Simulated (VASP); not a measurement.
# SnSe (Fm-3m) in VASP: further runs

SnSe is run at these levels: LDA; tasks: single point.

Everything below comes from runs of VASP 6.6.1. Logs are shortened: lines on timing, memory, paths and dates and some standing lists are left out, and cuts for length are marked.

**1. The cell of the first run**

Symmetry: Fm-3m, No. 225, cubic system. The conventional cell has a = 5.897 Å, b = 5.897 Å, c = 5.897 Å, α = 90.00°, β = 90.00°, γ = 90.00°. Sn (site symmetry m-3m) has 6 Se at 2.95 Å within 3.9 Å. Se (site symmetry m-3m) has 6 Sn at 2.95 Å within 3.9 Å.

**2. Single point, LDA**

INCAR

```
SYSTEM = SnSe
  ALGO = Normal
  EDIFF = 1E-6
  ENCUT = 520
  GGA = CA
  ISIF = 2
  ISMEAR = 0
  LASPH = .True.
  LCHARG = .False.
  LREAL = .False.
  LWAVE = .False.
  NBANDS = 17
  NELM = 100
  PREC = Accurate
  SIGMA = 0.01
```

KPOINTS

```
k-points
0
Gamma
  6 6 6
  0 0 0
```

POSCAR

```
SnSe
1.0
    0.0000000000      2.9485541872      2.9485541872
    2.9485541872      0.0000000000      2.9485541872
    2.9485541872      2.9485541872      0.0000000000
Sn Se
1 1
Direct
    0.0000000000      0.0000000000      0.0000000000
    0.5000000000      0.5000000000      0.5000000000
```

Potentials or basis: VASP PAW LDA potentials, release 64 (Sn_d, Se).

Command:

```console
$ cat potpaw_LDA.64/Sn_d/POTCAR potpaw_LDA.64/Se/POTCAR > POTCAR
$ mpirun -np 1 vasp_std > vasp.out
```

OUTCAR:

```text
SYSTEM = SnSe
   EDIFF = 1E-6
   ENCUT = 520
   GGA = CA
   ISIF = 2
   ISMEAR = 0
   LASPH = .True.
   LREAL = .False.
   NELM = 100
   PREC = Accurate

 ion  position               nearest neighbor table
   1  0.000  0.000  0.000-   2 2.95   2 2.95   2 2.95   2 2.95   2 2.95   2 2.95
   2  0.500  0.500  0.500-   1 2.95   1 2.95   1 2.95   1 2.95   1 2.95   1 2.95

  LATTYP: Found a face centered cubic cell.
 ALAT       =     5.8971083744

  Lattice vectors:

 A1 = (   0.0000000000,   2.9485541872,   2.9485541872)
 A2 = (   2.9485541872,   0.0000000000,   2.9485541872)
 A3 = (   2.9485541872,   2.9485541872,   0.0000000000)

Analysis of symmetry for initial positions (statically):
=====================================================================
 Subroutine PRICEL returns:
 Original cell was already a primitive cell.

 Routine SETGRP: Setting up the symmetry group for a
 face centered cubic supercell.

 Subroutine GETGRP returns: Found 48 space group operations
 (whereof 48 operations were pure point group operations)
 out of a pool of 48 trial point group operations.

The static configuration has the point symmetry O_h .

Analysis of symmetry for dynamics (positions and initial velocities):
=====================================================================
 Subroutine PRICEL returns:
 Original cell was already a primitive cell.

 Routine SETGRP: Setting up the symmetry group for a
 face centered cubic supercell.

 Subroutine GETGRP returns: Found 48 space group operations
 (whereof 48 operations were pure point group operations)
 out of a pool of 48 trial point group operations.

The dynamic configuration has the point symmetry O_h .

 Subroutine INISYM returns: Found 48 space group operations
 (whereof 48 operations are pure point group operations),
 and found     1 'primitive' translations

----------------------------------------------------------------------------------------

                                     Primitive cell

  volume of cell :      51.2693

  direct lattice vectors                    reciprocal lattice vectors
     0.000000000  2.948554187  2.948554187    -0.169574635  0.169574635  0.169574635
     2.948554187  0.000000000  2.948554187     0.169574635 -0.169574635  0.169574635
     2.948554187  2.948554187  0.000000000     0.169574635  0.169574635 -0.169574635

  length of vectors
     4.169885321  4.169885321  4.169885321     0.293711883  0.293711883  0.293711883

  position of ions in fractional coordinates (direct lattice)
     0.000000000  0.000000000  0.000000000
     0.500000000  0.500000000  0.500000000

  ion indices of the primitive-cell ions
[... 66 lines left out ...]
   EDIFF  = 0.1E-05   stopping-criterion for ELM
   LREAL  =      F    real-space projection
   EDIFFG = 0.1E-04   stopping-criterion for IOM
   NSW    =      0    number of steps for IOM
   IBRION =     -1    ionic relax: 0-MD 1-quasi-New 2-CG
   NFREE  =      0    steps in history (QN), initial steepest desc. (CG)
   ISIF   =      2    stress and relaxation
   ISYM   =      2    0-nonsym 1-usesym 2-fastsym
   POTIM  = 0.5000    time-step for ionic-motion
   TEBEG  =    0.0;   TEEND  =   0.0 temperature during run
   PSTRESS=    0.0 pullay stress
   NELECT =      20.0000    total number of electrons
   NUPDOWN=      -1.0000    fix difference up-down
   EMIN   =  10.00;   EMAX   =-10.00  energy-range for DOS
   EFERMI =   0.00;   METHOD = LEGACY
   ISMEAR =     0;   SIGMA  =   0.01  broadening in eV -4-tet -1-fermi 0-gaus
   EFERMI_NEDOS =   21; number of points for ismear=-14 and -15
   IALGO  =     38    algorithm
   IMIX   =      4    mixing-type and parameters
     AMIX     =   0.40;   BMIX     =  1.00
     AMIX_MAG =   1.60;   BMIX_MAG =  1.00
  volume/ion in A,a.u.               =      25.63       172.99
  Fermi-wavevector in a.u.,A,eV,Ry     =   1.196187  2.260466 19.468075  1.430863
  Thomas-Fermi vector in A             =   2.332134
   LORBIT       =      0    0 simple, 1 ext, 2 COOP (PROOUT), +10 PAW based schemes
   GGA     = CA    functional components
   LHFCALC =     F    Hartree Fock is set to
   AEXX    =    0.0000 exact exchange contribution
   IVDW    =     0    specifies the selected vdW correction
   LEPSILON=     F    determine dielectric tensor
   LRPA    =     F    only Hartree local field effects (RPA)
 non-spin polarized calculation
 Gauss-broadening in eV      SIGMA  =   0.01
  energy-cutoff  :      520.00
  volume of cell :       51.27
 maximum number of plane-waves:      1411
   NGX = 15   NGY = 15   NGZ = 15

 number of electron      19.9999999 magnetization

 Free energy of the ion-electron system (eV)
  ---------------------------------------------------
  ext. energy  EPLUGINS =         0.00000000
  ---------------------------------------------------
  free energy    TOTEN  =        -9.53510570 eV

  energy without entropy =       -9.53510570  energy(sigma->0) =       -9.53510570

 E-fermi :   6.0640     XC(G=0): -10.1629

 val. band max:        5.9971314281   @ k =   0.5000   0.0000   0.0000
 cond. band min:       6.8971317376   @ k =   0.5000   0.0000   0.0000
 fundamental gap:      0.9000003096
 Fermi energy:         6.0640485112

 k-point     1 :       0.0000    0.0000    0.0000
  band No.  band energies     occupation
      1     -15.3656      2.00000
      2     -15.3656      2.00000
      3     -15.3602      2.00000
      4     -15.3602      2.00000
      5     -15.3602      2.00000
      6      -8.1782      2.00000
[... 297 lines left out ...]
      4     -15.3450      2.00000
      5     -15.3367      2.00000
      6      -6.7375      2.00000
[... 9 lines left out ...]
     16      17.6577      0.00000
     17      19.0658      0.00000

------------------------ aborting loop because EDIFF is reached ----------------------------------------

  FORCE on cell =-STRESS in cart. coord.  units (eV):
  Direction    XX          YY          ZZ          XY          YZ          ZX
  --------------------------------------------------------------------------------------
  -------------------------------------------------------------------------------------
  Total       -0.1173957     -0.1173957     -0.1173957     -0.0000000      0.0000000      0.0000000
  in kB       -3.6686435     -3.6686435     -3.6686435     -0.0000000      0.0000000      0.0000000
  external PRESSURE =      -3.6686435 kB  Pullay stress =       0.0000000 kB

 VOLUME and BASIS-vectors are now :
 -----------------------------------------------------------------------------
  energy-cutoff  :      520.00
  volume of cell :       51.27
      direct lattice vectors                 reciprocal lattice vectors
     0.000000000  2.948554187  2.948554187    -0.169574635  0.169574635  0.169574635
     2.948554187  0.000000000  2.948554187     0.169574635 -0.169574635  0.169574635
     2.948554187  2.948554187  0.000000000     0.169574635  0.169574635 -0.169574635

 POSITION                                       TOTAL-FORCE (eV/Angst)
 -----------------------------------------------------------------------------------
      0.00000      0.00000      0.00000         0.000000      0.000000     -0.000000
      2.94855      2.94855      2.94855         0.000000     -0.000000      0.000000
 -----------------------------------------------------------------------------------
    total drift:                                0.000000     -0.000000     -0.000000

  FREE ENERGIE OF THE ION-ELECTRON SYSTEM (eV)
  ---------------------------------------------------
  free  energy   TOTEN  =        -9.5351057044 eV

  energy  without entropy=       -9.5351057044  energy(sigma->0) =       -9.53510570
```

OSZICAR:

```text
N       E                     dE             d eps       ncg     rms          rms(c)
DAV:   1     0.135935089797E+03    0.13594E+03   -0.97827E+03   570   0.147E+03
DAV:   2     0.285330349333E+01   -0.13308E+03   -0.12972E+03   577   0.356E+02
DAV:   3    -0.938141481223E+01   -0.12235E+02   -0.12157E+02   679   0.941E+01
DAV:   4    -0.968282300570E+01   -0.30141E+00   -0.30122E+00   634   0.156E+01
DAV:   5    -0.969171357900E+01   -0.88906E-02   -0.88903E-02   796   0.262E+00    0.357E+00
DAV:   6    -0.954333487412E+01    0.14838E+00   -0.34382E-01   789   0.371E+00    0.220E+00
DAV:   7    -0.953653614648E+01    0.67987E-02   -0.57829E-02   675   0.112E+00    0.965E-01
DAV:   8    -0.953522214269E+01    0.13140E-02   -0.55760E-03   655   0.645E-01    0.675E-02
DAV:   9    -0.953510598750E+01    0.11616E-03   -0.88117E-04   791   0.235E-01    0.387E-02
DAV:  10    -0.953510505403E+01    0.93347E-06   -0.73864E-05   640   0.525E-02    0.743E-03
DAV:  11    -0.953510570439E+01   -0.65036E-06   -0.53097E-06   665   0.171E-02
   1 F= -.95351057E+01 E0= -.95351057E+01  d E =-.373058E-23
```

stdout:

```text
POSCAR found type information on POSCAR SnSe
 POSCAR found :  2 types and       2 ions
 scaLAPACK will be used
 LDA part: xc-table for (Slater(with rela. corr.)+CA(PZ))
 , standard interpolation
 POSCAR, INCAR and KPOINTS ok, starting setup
 FFT: planning ... GRIDC
 FFT: planning ... GRID_SOFT
 FFT: planning ... GRID
 WAVECAR not read
 entering main loop
```

Wall time 12 s (1 thread of Intel Xeon Platinum 8259CL at 2.50GHz (Skylake/Cascade Lake), shared host); peak memory 0.15 GiB.

What came out:

```yaml
Free_energy: -9.5351 eV
Pressure: -0.4 GPa
Band_gap_on_the_k_mesh: 0.90 eV, direct
```

Levels at points of the mesh, in eV from the valence-band top:
```tsv
k point	band 8	band 9	band 10	band 11	band 12	band 13
(0.00, 0.00, 0.00)	-2.22	-2.22	-2.22	4.59	4.59	4.59
(0.50, 0.00, 0.00)	-1.94	-1.94	0.00	0.90	1.29	1.29
(0.50, 0.50, 0.00)	-5.78	-3.79	-3.79	2.92	5.74	5.74
```

Caveat: spin-orbit coupling is left out, which moves the levels of the heavy elements. A k mesh can miss the band edges.

**3. Single point, LDA**

This run uses another cell than the first one, of 26.18 Å³/atom, 1.021 times its volume.

INCAR

```
PREC = Accurate
ENCUT = 520
EDIFF = 1E-6
ISMEAR = 0
SIGMA = 0.01
LREAL = False
LASPH = True
NELM = 100
ALGO = Normal
ISIF = 2
LWAVE = False
LCHARG = False
NBANDS = 17
```

KPOINTS

```
regular mesh
0
Gamma
  6 6 6
```

POSCAR

```
SnSe
1.0
    0.0000000000      2.9693193375      2.9693193375
    2.9693193375      0.0000000000      2.9693193375
    2.9693193375      2.9693193375      0.0000000000
Sn Se
1 1
Direct
    0.0000000000      0.0000000000      0.0000000000
    0.5000000000      0.5000000000      0.5000000000
```

Potentials or basis: VASP PAW LDA potentials, release 64 (Sn_d, Se).

Command:

```console
$ cat potpaw_LDA.64/Sn_d/POTCAR potpaw_LDA.64/Se/POTCAR > POTCAR
$ mpirun -np 1 vasp_std > vasp.out
```

Run time: 14 s. Hardware: 1 thread of Intel Xeon Platinum 8259CL at 2.50GHz (Skylake/Cascade Lake), shared host; peak memory 0.15 GiB.

The run converged. Its results:

```yaml
Free_energy: -9.5286 eV
Pressure: -1.6 GPa
Band_gap_on_the_k_mesh: 0.80 eV, direct
```

Levels at points of the mesh, in eV from the valence-band top:
```
           k point  band 8  band 9  band 10  band 11  band 12  band 13
(0.00, 0.00, 0.00)   -2.17   -2.17    -2.17     4.50     4.50     4.50
(0.50, 0.00, 0.00)   -1.90   -1.90     0.00     0.80     1.29     1.29
(0.50, 0.50, 0.00)   -5.64   -3.70    -3.70     2.98     5.61     5.61
```

Caveat: spin-orbit coupling is left out, which moves the levels of the heavy elements. A k mesh can miss the band edges.

**4. Single point, LDA**

This run uses another cell than the first one, of 26.73 Å³/atom, 1.043 times its volume.

INCAR

```
SYSTEM = SnSe
  PREC = Accurate
  ENCUT = 520
  EDIFF = 1E-6
  ISMEAR = 0
  SIGMA = 0.01
  LREAL = .FALSE.
  LASPH = .TRUE.
  NELM = 100
  ALGO = Normal
  ISIF = 2
  LWAVE = .FALSE.
  LCHARG = .TRUE.
  GGA = CA
  LELF = .TRUE.
  LVHAR = .TRUE.
  NBANDS = 17
```

KPOINTS

```
Automatic mesh
0
G
  6 6 6
  0 0 0
```

POSCAR

```
SnSe
1.0
    0.0000000000      2.9897980490      2.9897980490
    2.9897980490      0.0000000000      2.9897980490
    2.9897980490      2.9897980490      0.0000000000
Sn Se
1 1
Direct
    0.0000000000      0.0000000000      0.0000000000
    0.5000000000      0.5000000000      0.5000000000
```

Command:

```console
$ cat potpaw_LDA.64/Sn_d/POTCAR potpaw_LDA.64/Se/POTCAR > POTCAR
$ mpirun -np 1 vasp_std > vasp.out
```

Wall time 12 s (1 thread of Intel Xeon Platinum 8259CL at 2.50GHz (Skylake/Cascade Lake), shared host); peak memory 0.15 GiB.

It converged, with:

| Quantity | Value |
| --- | --- |
| Free energy | -9.5143 eV |
| Pressure | -2.6 GPa |
| Band gap on the k mesh | 0.71 eV, direct |

Levels at points of the mesh, in eV from the valence-band top:
| k point | band 7 | band 8 | band 9 | band 10 | band 11 | band 12 | band 13 | band 14 |
| --- | --- | --- | --- | --- | --- | --- | --- | --- |
| (0.00, 0.00, 0.00) | -5.01 | -2.12 | -2.12 | -2.12 | 4.41 | 4.41 | 4.41 | 5.95 |
| (0.50, 0.00, 0.00) | -8.10 | -1.86 | -1.86 | 0.00 | 0.71 | 1.29 | 1.29 | 8.32 |
| (0.50, 0.50, 0.00) | -6.00 | -5.51 | -3.62 | -3.62 | 3.03 | 5.47 | 5.47 | 6.11 |

Caveat: spin-orbit coupling is left out, which moves the levels of the heavy elements. A k mesh can miss the band edges.

(Continued in part 2 of 2.)
